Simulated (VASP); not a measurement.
Crystal: Ir.

```
CELL_PARAMETERS angstrom
2.73291 0.00000 0.00000
-1.36646 2.36677 0.00000
0.00000 0.00000 4.43234
ATOMIC_POSITIONS crystal
Ir 0.33333 0.66667 0.25000
Ir 0.66667 0.33333 0.75000
```

This cell differs from its parent crystal: volume scaled by 0.98.

Base run:

```yaml
Program: VASP 6.6.1
Functional: PBE
Potentials_or_basis: VASP PAW PBE potentials, release 64 (Ir)
Cutoff: 520 eV
k_mesh: 11 × 11 × 6
Occupations: fermi-dirac, width 0.05 eV
Spin: no spin polarisation
```

Its results: band gap on the k mesh zero (band 9 reaches 11.24 eV, above the bottom of band 10 at 8.06 eV); pressure 6.4 GPa.

Problem. The run is repeated on the same cell with these changes: functional from PBE to r2SCAN; further incar settings from ALGO = Fast; EDIFF = 1e-06; NBANDS = 16 to ALGO = Normal; EDIFF = 1e-06; NBANDS = 16. What comes out?

Solution. Band gap on the k mesh zero (band 9 reaches 11.04 eV, above the bottom of band 10 at 7.76 eV); pressure 0.8 GPa.

Caveats: spin-orbit coupling is left out, which moves the levels of the heavy elements; the PAW data sets were made with another functional, which shifts forces and pressure a little (some runs).
